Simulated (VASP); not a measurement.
# Cu (P-1) in VASP: further runs

Runs on Cu. Level: PBE. Tasks: single point.

All numbers are computed with VASP 6.6.1; they aren't measurements. Logs are shortened: lines on timing, memory, paths and dates and some standing lists are left out, and cuts for length are marked.

## 1. The cell of the first run

The typed cell holds 2 atoms: a = 4.217 Å, b = 4.217 Å, c = 2.514 Å, α = 90.00°, β = 90.00°, γ = 145.84°.

## 2. Single point, PBE (atoms displaced along several vibrational modes)

File INCAR:

```
SYSTEM = Cu
PREC = Accurate
ENCUT = 520
EDIFF = 1E-7
ISMEAR = 0
SIGMA = 0.15
LREAL = .FALSE.
LASPH = .TRUE.
NELM = 100
ALGO = Fast
ISIF = 2
LWAVE = .FALSE.
LCHARG = .TRUE.
GGA = PE
LELF = .TRUE.
LVHAR = .TRUE.
NBANDS = 18
```

File KPOINTS:

```
regular mesh
0
G
  18 18 18
  0 0 0
```

File POSCAR:

```
Cu
1.0
    1.2386412945     -4.0308860292      0.0000000000
    1.2386412945      4.0308860292      0.0000000000
    0.0000000000      0.0000000000      2.5142119659
Cu
2
Direct
    0.0210080975      0.7529377565      0.1529516989
    0.9789919025      0.2470622435      0.8470483011
```

Potentials or basis: VASP PAW PBE potentials, release 64 (Cu).

On the command line:

```bash
$ cat potpaw_PBE.64/Cu/POTCAR > POTCAR
$ mpirun -np 1 vasp_std > vasp.out
```

OUTCAR:

```text
SYSTEM = Cu
   PREC = Accurate
   ENCUT = 520
   EDIFF = 1E-7
   ISMEAR = 0
   LREAL = .FALSE.
   LASPH = .TRUE.
   NELM = 100
   ISIF = 2
   GGA = PE

 ion  position               nearest neighbor table
   1  0.021  0.753  0.153-   2 2.13   2 2.36   2 2.65   2 2.71
   2  0.979  0.247  0.847-   1 2.13   1 2.36   1 2.65   1 2.71

  LATTYP: Found a base centered orthorhombic cell.
 ALAT       =     2.4772825890
 B/A-ratio  =     3.2542803531
 C/A-ratio  =     1.0149072121

  Lattice vectors:

 A1 = (   1.2386412945,  -4.0308860292,   0.0000000000)
 A2 = (   1.2386412945,   4.0308860292,   0.0000000000)
 A3 = (   0.0000000000,   0.0000000000,   2.5142119659)

Analysis of symmetry for initial positions (statically):
=====================================================================
 Subroutine PRICEL returns:
 Original cell was already a primitive cell.

 Routine SETGRP: Setting up the symmetry group for a
 base centered orthorhombic supercell.

 Subroutine GETGRP returns: Found  2 space group operations
 (whereof  2 operations were pure point group operations)
 out of a pool of  8 trial point group operations.

The static configuration has the point symmetry S_2 .

Analysis of symmetry for dynamics (positions and initial velocities):
=====================================================================
 Subroutine PRICEL returns:
 Original cell was already a primitive cell.

 Routine SETGRP: Setting up the symmetry group for a
 base centered orthorhombic supercell.

 Subroutine GETGRP returns: Found  2 space group operations
 (whereof  2 operations were pure point group operations)
 out of a pool of  8 trial point group operations.

The dynamic configuration has the point symmetry S_2 .

 Subroutine INISYM returns: Found  2 space group operations
 (whereof  2 operations are pure point group operations),
 and found     1 'primitive' translations

----------------------------------------------------------------------------------------

                                     Primitive cell

  volume of cell :      25.1060

  direct lattice vectors                    reciprocal lattice vectors
     1.238641295 -4.030886029  0.000000000     0.403668118 -0.124042207  0.000000000
     1.238641295  4.030886029  0.000000000     0.403668118  0.124042207  0.000000000
     0.000000000  0.000000000  2.514211966     0.000000000  0.000000000  0.397738939

  length of vectors
     4.216903418  4.216903418  2.514211966     0.422296600  0.422296600  0.397738939

[... 79 lines left out ...]
   NELM   =    100;   NELMIN=  2; NELMDL= -5     # of ELM steps
   EDIFF  = 0.1E-06   stopping-criterion for ELM
   LREAL  =      F    real-space projection
   EDIFFG = 0.1E-05   stopping-criterion for IOM
   NSW    =      0    number of steps for IOM
   IBRION =     -1    ionic relax: 0-MD 1-quasi-New 2-CG
   NFREE  =      0    steps in history (QN), initial steepest desc. (CG)
   ISIF   =      2    stress and relaxation
   ISYM   =      2    0-nonsym 1-usesym 2-fastsym
   POTIM  = 0.5000    time-step for ionic-motion
   TEBEG  =    0.0;   TEEND  =   0.0 temperature during run
   PSTRESS=    0.0 pullay stress
   NELECT =      22.0000    total number of electrons
   NUPDOWN=      -1.0000    fix difference up-down
   EMIN   =  10.00;   EMAX   =-10.00  energy-range for DOS
   EFERMI =   0.00;   METHOD = LEGACY
   ISMEAR =     0;   SIGMA  =   0.15  broadening in eV -4-tet -1-fermi 0-gaus
   EFERMI_NEDOS =   21; number of points for ismear=-14 and -15
   IALGO  =     68    algorithm
   IMIX   =      4    mixing-type and parameters
     AMIX     =   0.40;   BMIX     =  1.00
     AMIX_MAG =   1.60;   BMIX_MAG =  1.00
  volume/ion in A,a.u.               =      12.55        84.71
  Fermi-wavevector in a.u.,A,eV,Ry     =   1.566594  2.960433 33.391638  2.454216
  Thomas-Fermi vector in A             =   2.668899
   LORBIT       =      0    0 simple, 1 ext, 2 COOP (PROOUT), +10 PAW based schemes
   GGA     = PE    functional components
   LHFCALC =     F    Hartree Fock is set to
   AEXX    =    0.0000 exact exchange contribution
   IVDW    =     0    specifies the selected vdW correction
   LEPSILON=     F    determine dielectric tensor
   LRPA    =     F    only Hartree local field effects (RPA)
 non-spin polarized calculation
 RMM-DIIS sequential band-by-band and
 Gauss-broadening in eV      SIGMA  =   0.15
  energy-cutoff  :      520.00
  volume of cell :       25.11
 maximum number of plane-waves:       698
   NGX = 15   NGY = 15   NGZ =  9

 number of electron      22.0000002 magnetization

 Free energy of the ion-electron system (eV)
  ---------------------------------------------------
  ext. energy  EPLUGINS =         0.00000000
  ---------------------------------------------------
  free energy    TOTEN  =        -6.68994494 eV

  energy without entropy =       -6.68377559  energy(sigma->0) =       -6.68686026

 E-fermi :   6.8753     XC(G=0): -12.3082

 val. band max:        6.8745815259   @ k =   0.2222   0.3333  -0.1111
 cond. band min:       6.8759690046   @ k =   0.3889  -0.1667   0.4444
 fundamental gap:      0.0013874787
 Fermi energy:         6.8753133501

 k-point     1 :       0.0000    0.0000    0.0000
  band No.  band energies     occupation
      1      -2.0303      2.00000
      2       2.2533      2.00000
      3       2.8381      2.00000
      4       2.9661      2.00000
      5       3.4878      2.00000
      6       4.2906      2.00000
[... 481 lines left out ...]
      5       3.4681      2.00000
      6       4.0125      2.00000
[... 10 lines left out ...]
     17      25.3443      0.00000
     18      31.5864      0.00000

 [... further k-points ...]

------------------------ aborting loop because EDIFF is reached ----------------------------------------

  FORCE on cell =-STRESS in cart. coord.  units (eV):
  Direction    XX          YY          ZZ          XY          YZ          ZX
  --------------------------------------------------------------------------------------
  -------------------------------------------------------------------------------------
  Total        0.2730860      3.8963643      0.2170154      2.3549759      1.1069362      0.3928937
  in kB       17.4273812    248.6521266     13.8491497    150.2861956     70.6407370     25.0730775
  external PRESSURE =      93.3095525 kB  Pullay stress =       0.0000000 kB

 VOLUME and BASIS-vectors are now :
 -----------------------------------------------------------------------------
  energy-cutoff  :      520.00
  volume of cell :       25.11
      direct lattice vectors                 reciprocal lattice vectors
     1.238641295 -4.030886029  0.000000000     0.403668118 -0.124042207  0.000000000
     1.238641295  4.030886029  0.000000000     0.403668118  0.124042207  0.000000000
     0.000000000  0.000000000  2.514211966     0.000000000  0.000000000  0.397738939

 POSITION                                       TOTAL-FORCE (eV/Angst)
 -----------------------------------------------------------------------------------
      0.95864      2.95033      0.38455         0.635971      1.700234      1.356053
      1.51864     -2.95033      2.12966        -0.635971     -1.700234     -1.356053
 -----------------------------------------------------------------------------------
    total drift:                                0.000000      0.000000     -0.000000

  FREE ENERGIE OF THE ION-ELECTRON SYSTEM (eV)
  ---------------------------------------------------
  free  energy   TOTEN  =        -6.6899449412 eV

  energy  without entropy=       -6.6837755882  energy(sigma->0) =       -6.68686026
```

stdout:

```text
POSCAR found type information on POSCAR Cu
 POSCAR found :  1 types and       2 ions
 scaLAPACK will be used
 LDA part: xc-table for (Slater+PW92), standard interpolation
 POSCAR, INCAR and KPOINTS ok, starting setup
 FFT: planning ... GRIDC
 FFT: planning ... GRID_SOFT
 FFT: planning ... GRID
 WAVECAR not read
 entering main loop
WARNING in EDDRMM: call to ZHEGV failed, returncode =   6  3     17
WARNING in EDDRMM: call to ZHEGV failed, returncode =   8  4     16
WARNING in EDDRMM: call to ZHEGV failed, returncode =   6  3     18
WARNING in EDDRMM: call to ZHEGV failed, returncode =   8  4     17
WARNING in EDDRMM: call to ZHEGV failed, returncode =   6  3     17
WARNING in EDDRMM: call to ZHEGV failed, returncode =   8  4     16
WARNING in EDDRMM: call to ZHEGV failed, returncode =   8  4     17
WARNING in EDDRMM: call to ZHEGV failed, returncode =   6  3     18
WARNING in EDDRMM: call to ZHEGV failed, returncode =   6  3     15
WARNING in EDDRMM: call to ZHEGV failed, returncode =   6  3     17
WARNING in EDDRMM: call to ZHEGV failed, returncode =   6  3     17
WARNING in EDDRMM: call to ZHEGV failed, returncode =   6  3     18
WARNING in EDDRMM: call to ZHEGV failed, returncode =   8  4     16
WARNING in EDDRMM: call to ZHEGV failed, returncode =   6  3     18
WARNING in EDDRMM: call to ZHEGV failed, returncode =   6  3     17
WARNING in EDDRMM: call to ZHEGV failed, returncode =   6  3     18
WARNING in EDDRMM: call to ZHEGV failed, returncode =   6  3     17
```

Run time: 9 min. Hardware: 1 thread of Intel Xeon 6975P-C (Granite Rapids), shared host; peak memory 1.1 GiB.

What came out:

```yaml
Free_energy: -6.6899 eV
Pressure: 9.3 GPa
Largest_force: 2.266 eV/Å
Band_gap_on_the_k_mesh: zero (bands 11 and 12 overlap by 5.58 eV)
```

Forces on the atoms (eV/Å):
```
Cu   0.636  1.700  1.356
Cu  -0.636 -1.700 -1.356
```

Caveat: the cell differs from its parent crystal (atoms displaced along several vibrational modes); the stress differs along the axes, from 1 to 25 GPa; forces of over 1 eV/Å act on the atoms, so gaps and moduli don't describe the material at rest.

## 3. Single point, PBE (atoms displaced along several vibrational modes)

File INCAR:

```
SYSTEM = Cu
PREC = Accurate
ENCUT = 520
EDIFF = 1E-6
ISMEAR = 0
SIGMA = 0.15
LREAL = .False.
LASPH = .True.
NELM = 60
ALGO = Fast
ISIF = 2
LWAVE = .False.
LCHARG = .True.
GGA = PE
LELF = .True.
LVHAR = .True.
NBANDS = 18
```

File KPOINTS:

```
regular mesh
0
Gamma
  18 18 18
  0 0 0
```

File POSCAR:

```
Cu
1.0
    1.2386412945     -4.0308860292      0.0000000000
    1.2386412945      4.0308860292      0.0000000000
    0.0000000000      0.0000000000      2.5142119659
Cu
2
Direct
    0.0586703329      0.7905999919      0.1852878746
    0.9413296671      0.2094000081      0.8147121254
```

Potentials or basis: VASP PAW PBE potentials, release 64 (Cu).

On the command line:

```bash
$ cat potpaw_PBE.64/Cu/POTCAR > POTCAR
$ mpirun -np 1 vasp_std > vasp.out
```

It took 12 min on 1 thread of AMD EPYC 9R45 (Zen 5), shared host; peak memory 1.1 GiB.

It converged, with:

```yaml
Free_energy: -6.9691 eV
Pressure: 5.5 GPa
Largest_force: 1.178 eV/Å
Band_gap_on_the_k_mesh: zero (bands 11 and 12 overlap by 5.57 eV)
```

Forces in eV/Å, atoms in the order of the input:
```
Cu   0.398  0.665  0.886
Cu  -0.398 -0.665 -0.886
```

Stress tensor (GPa, compression positive):
```
 2.26  9.76  1.45
 9.76 11.85  2.92
 1.45  2.92  2.36
```

Levels at points of the mesh, in eV from the Fermi level:
```
           k point  band 7  band 8  band 9  band 10  band 11  band 12  band 13  band 14  band 15  band 16
(0.00, 0.00, 0.00)   -2.04   -1.95   -1.75    -1.73    -1.58     0.05     4.60    14.97    17.50    17.82
(0.50, 0.00, 0.00)   -2.18   -2.13   -1.84    -1.64    -1.05     1.50     1.95     7.07    11.56    16.07
(0.00, 0.50, 0.00)   -2.39   -2.32   -1.89    -1.85     0.14     0.65     3.42     5.70    13.88    14.14
(0.50, 0.50, 0.00)   -2.41   -2.01   -1.97    -1.79    -1.72    -1.63    13.30    14.94    15.91    16.82
(0.00, 0.00, 0.50)   -2.45   -2.41   -1.90    -1.81    -0.48     0.37     6.85     8.11     9.09    10.16
(0.50, 0.00, 0.50)   -2.04   -2.00   -1.34    -1.24     3.76     5.25     5.34     7.11     9.36    10.78
(0.00, 0.50, 0.50)   -1.49   -1.45   -1.32    -1.26     3.05     3.51     7.35     7.59     8.56     9.29
(0.50, 0.50, 0.50)   -2.20   -1.89   -1.73    -1.59    -0.61    -0.33     3.17     3.42    17.41    18.01
```

Caveat: the cell differs from its parent crystal (atoms displaced along several vibrational modes); the stress differs along the axes, from 2 to 12 GPa; forces of over 1 eV/Å act on the atoms, so gaps and moduli don't describe the material at rest.
